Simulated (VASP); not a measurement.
# O (P4/mmm) in VASP: further runs, part 2 of 2

VASP 6.6.1.

## Step 3: Single point, LDA

The input, INCAR:

```
  PREC = Accurate
  ENCUT = 600
  EDIFF = 1E-6
  ISMEAR = 0
  SIGMA = 0.05
  LREAL = False
  LASPH = True
  NELM = 120
  ALGO = Normal
  ISIF = 2
  LWAVE = False
  LCHARG = False
  NBANDS = 9
  GGA_COMPAT = False
```

The input, KPOINTS:

```
regular mesh
0
Gamma
  17 17 10
```

The input, POSCAR:

```
O
1.0
    1.7755910000      0.0000000000      0.0000000000
    0.0000000000      1.7755910000      0.0000000000
    0.0000000000      0.0000000000      3.0530510000
O
1
Direct
    0.0000000000      0.0000000000      0.0000000000
```

Potentials or basis: VASP PAW LDA potentials, release 64 (O).

Started as:

```
$ cat potpaw_LDA.64/O/POTCAR > POTCAR
$ mpirun -np 1 vasp_std > vasp.out
```

OUTCAR:

```text
PREC = Accurate
   ENCUT = 600
   EDIFF = 1E-6
   ISMEAR = 0
   LREAL = False
   LASPH = True
   NELM = 120
   ISIF = 2

 ion  position               nearest neighbor table
   1  0.000  0.000  0.000-

  LATTYP: Found a simple tetragonal cell.
 ALAT       =     1.7755910000
 C/A-ratio  =     1.7194562261

  Lattice vectors:

 A1 = (   1.7755910000,   0.0000000000,   0.0000000000)
 A2 = (   0.0000000000,   1.7755910000,   0.0000000000)
 A3 = (   0.0000000000,   0.0000000000,   3.0530510000)

Analysis of symmetry for initial positions (statically):
=====================================================================
 Subroutine PRICEL returns:
 Original cell was already a primitive cell.

 Routine SETGRP: Setting up the symmetry group for a
 simple tetragonal supercell.

 Subroutine GETGRP returns: Found 16 space group operations
 (whereof 16 operations were pure point group operations)
 out of a pool of 16 trial point group operations.

The static configuration has the point symmetry D_4h.

Analysis of symmetry for dynamics (positions and initial velocities):
=====================================================================
 Subroutine PRICEL returns:
 Original cell was already a primitive cell.

 Routine SETGRP: Setting up the symmetry group for a
 simple tetragonal supercell.

 Subroutine GETGRP returns: Found 16 space group operations
 (whereof 16 operations were pure point group operations)
 out of a pool of 16 trial point group operations.

The dynamic configuration has the point symmetry D_4h.

 Subroutine INISYM returns: Found 16 space group operations
 (whereof 16 operations are pure point group operations),
 and found     1 'primitive' translations

----------------------------------------------------------------------------------------

                                     Primitive cell
[... 110 lines left out ...]
  volume/ion in A,a.u.               =       9.63        64.96
  Fermi-wavevector in a.u.,A,eV,Ry     =   1.398466  2.642718 26.609014  1.955707
  Thomas-Fermi vector in A             =   2.521621
   LORBIT       =      0    0 simple, 1 ext, 2 COOP (PROOUT), +10 PAW based schemes
   GGA     = CA    functional components
   LHFCALC =     F    Hartree Fock is set to
   AEXX    =    0.0000 exact exchange contribution
   IVDW    =     0    specifies the selected vdW correction
   LEPSILON=     F    determine dielectric tensor
   LRPA    =     F    only Hartree local field effects (RPA)
 non-spin polarized calculation
 Gauss-broadening in eV      SIGMA  =   0.05
  energy-cutoff  :      600.00
  volume of cell :        9.63
 maximum number of plane-waves:       333
   NGX =  7   NGY =  7   NGZ = 13

 number of electron       6.0000005 magnetization

 Free energy of the ion-electron system (eV)
  ---------------------------------------------------
  ext. energy  EPLUGINS =         0.00000000
  ---------------------------------------------------
  free energy    TOTEN  =        -4.14539876 eV

  energy without entropy =       -4.14402176  energy(sigma->0) =       -4.14471026

 E-fermi :   0.4689     XC(G=0): -11.0041

 val. band max:        0.4602521360   @ k =   0.3529   0.2353   0.5000
 cond. band min:       0.4791934937   @ k =   0.1765   0.0000   0.3000
 fundamental gap:      0.0189413576
 Fermi energy:         0.4689221593

 k-point     1 :       0.0000    0.0000    0.0000
  band No.  band energies     occupation
      1     -22.3330      2.00000
      2      -4.2296      2.00000
      3       4.0077      0.00000
      4       4.0077      0.00000
      5       8.4018      0.00000
      6      27.9491      0.00000
      7      30.0294      0.00000
      8      34.2650      0.00000
      9      51.8790      0.00000
[... 265 lines left out ...]
 k-point    24 :       0.4706    0.1176    0.0000
  band No.  band energies     occupation
      1     -16.2062      2.00000
      2      -8.4968      2.00000
      3      -0.4779      2.00000
      4       4.1418      0.00000
      5      18.5015      0.00000
      6      21.0111      0.00000
      7      22.3471      0.00000
      8      34.1650      0.00000
      9      38.5584      0.00000

 [... further k-points ...]

------------------------ aborting loop because EDIFF is reached ----------------------------------------

  FORCE on cell =-STRESS in cart. coord.  units (eV):
  Direction    XX          YY          ZZ          XY          YZ          ZX
  --------------------------------------------------------------------------------------
  -------------------------------------------------------------------------------------
  Total       -0.4735704     -0.4735704     -0.0850876      0.0000000      0.0000000     -0.0000000
  in kB      -78.8270354    -78.8270354    -14.1630604      0.0000000      0.0000000     -0.0000000
  external PRESSURE =     -57.2723771 kB  Pullay stress =       0.0000000 kB

 VOLUME and BASIS-vectors are now :
 -----------------------------------------------------------------------------
  energy-cutoff  :      600.00
  volume of cell :        9.63
      direct lattice vectors                 reciprocal lattice vectors
     1.775591000  0.000000000  0.000000000     0.563192762  0.000000000  0.000000000
     0.000000000  1.775591000  0.000000000     0.000000000  0.563192762  0.000000000
     0.000000000  0.000000000  3.053051000     0.000000000  0.000000000  0.327541204

 POSITION                                       TOTAL-FORCE (eV/Angst)
 -----------------------------------------------------------------------------------
      0.00000      0.00000      0.00000         0.000000      0.000000      0.000000
 -----------------------------------------------------------------------------------
    total drift:                               -0.000000     -0.000000      0.000000

  FREE ENERGIE OF THE ION-ELECTRON SYSTEM (eV)
  ---------------------------------------------------
  free  energy   TOTEN  =        -4.1453987630 eV

  energy  without entropy=       -4.1440217589  energy(sigma->0) =       -4.14471026
```

Wall time 23 s (1 thread of Intel Xeon Platinum 8375C at 2.90GHz (Ice Lake), shared host); peak memory 0.12 GiB.

Results:

```
Free energy            : -4.1454 eV
Pressure               : -5.7 GPa
Band gap on the k mesh : zero (bands 3 and 4 overlap by 5.45 eV)
```

Levels at points of the mesh, in eV from the Fermi level:
| k point | band 1 | band 2 | band 3 | band 4 | band 5 | band 6 | band 7 | band 8 |
| --- | --- | --- | --- | --- | --- | --- | --- | --- |
| (0.00, 0.00, 0.00) | -22.80 | -4.70 | 3.54 | 3.54 | 7.93 | 27.48 | 29.56 | 33.80 |
| (0.00, 0.00, 0.50) | -22.58 | -6.57 | 3.56 | 3.56 | 12.70 | 23.74 | 32.02 | 34.36 |

Caveat: the cell stands under tension.

## Step 4: Single point, BLYP

The input, INCAR:

```
PREC     = Accurate       # precision mode
ENCUT    = 600            # plane-wave cutoff, eV
EDIFF    = 1E-6           # SCF threshold, eV
ISMEAR   = 0              # smearing method
SIGMA    = 0.05           # smearing width, eV
LREAL    = F              # projectors in reciprocal space
LASPH    = T              # aspherical terms in the spheres
NELM     = 120            # most SCF steps
ALGO     = Normal         # electronic algorithm
ISIF     = 2              # what is computed and relaxed
LWAVE    = F              # write WAVECAR
LCHARG   = T              # write CHGCAR
GGA      = B5             # functional
ALDAX    = 1.0          
AGGAX    = 1.0          
AGGAC    = 1.0          
ALDAC    = 0.0          
LELF     = T              # ELF
LVHAR    = T            
NBANDS   = 9              # bands
GGA_COMPAT= F
```

KPOINTS is that of step 3.

POSCAR is that of step 3.

Potentials or basis: VASP PAW PBE potentials, release 64 (O).

Started as:

```
$ cat potpaw_PBE.64/O/POTCAR > POTCAR
$ mpirun -np 1 vasp_std > vasp.out
```

It took 26 s on 1 thread of Intel Xeon Platinum 8375C at 2.90GHz (Ice Lake), shared host; peak memory 0.13 GiB.

Results (log left out):

```yaml
Free_energy: -3.1176 eV
Pressure: 11.6 GPa
Band_gap_on_the_k_mesh: zero (bands 3 and 4 overlap by 5.49 eV)
```

Stress tensor (GPa, compression positive):
```
15.44  0.00  0.00
 0.00 15.44  0.00
 0.00  0.00  4.06
```

Levels at points of the mesh, in eV from the Fermi level:
| k point | band 1 | band 2 | band 3 | band 4 | band 5 | band 6 | band 7 | band 8 |
| --- | --- | --- | --- | --- | --- | --- | --- | --- |
| (0.00, 0.00, 0.00) | -22.87 | -4.67 | 3.56 | 3.56 | 8.52 | 27.82 | 30.14 | 34.25 |
| (0.00, 0.00, 0.50) | -22.66 | -6.43 | 3.58 | 3.58 | 13.21 | 24.02 | 32.51 | 34.80 |

Caveat: the cell stands under pressure; the PAW data sets were made with another functional, which shifts forces and pressure a little.

## Step 5: The runs side by side

```csv
level,potentials or basis,gap on the mesh (eV),pressure (GPa)
PBEsol,"VASP PAW PBE potentials, release 64 (O)",none,-0.9
LDA,"VASP PAW LDA potentials, release 64 (O)",none,-5.7
BLYP,"VASP PAW PBE potentials, release 64 (O)",none,11.6
```

Alike in all rows: task single point; no spin polarisation; cell as given; k mesh 17 × 17 × 10; cutoff (eV) 600; smearing gaussian 0.05 eV.

Caveats: the PAW data sets were made with another functional, which shifts forces and pressure a little (at least some runs); the cell stands under tension (at least some runs); the cell stands under pressure (at least some runs).

Total energies depend on the potentials used, so only differences within one code and one set of settings carry meaning.
